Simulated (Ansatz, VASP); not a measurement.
# CuO: VASP beside Ansatz

```
Cu O
1.0
     2.00210   -2.20101    0.02916
     1.95213    2.15481   -0.02258
     0.00851   -0.06194    5.17970
Cu O
2 2
Cartesian
  1.0513 1.1701 0.3275
  0.9909 -1.2403 2.5990
  1.9248 -0.1015 1.2872
  2.0444 -0.0794 3.7508
```

Change from the starting cell: kmesh displaced: [6, 8, 4] Gamma-centred.

Alike in both runs: task single point; functional PBEsol; k mesh 6 × 8 × 4; occupations gaussian, width 0.1 eV; no spin polarisation.

|  | VASP | Ansatz |
| --- | --- | --- |
| version | VASP 6.6.1 | Ansatz 0.2.0 |
| potentials or method | VASP PAW PBE potentials, release 64 (Cu, O), cutoff 520 eV | scalar-relativistic, plane waves, PAW |
| valence electrons in the cell | 34 | 50 |

```tsv
	VASP	Ansatz	Ansatz less VASP
gap on the k mesh at the Fermi level (eV)	none	none	-
pressure (GPa)	4.6	3.7	-0.93
traceless stress, the component that is largest in VASP (GPa)	-7.73	-7.76	-0.022
rms of the force components (eV/Å)	1.555	1.496	-0.0595
```

VASP's potentials were made for PBE, not for PBEsol. Atom by atom the forces differ by 0.063 eV/Å (rms over components). A gap of «none» marks a metal or a gap that the smearing closes. With one functional, cell and mesh, what is left measures potentials, basis and numerics. VASP's potentials hold 34 valence electrons a cell and Ansatz's 50, so a difference there can come from the potentials and not from the codes.
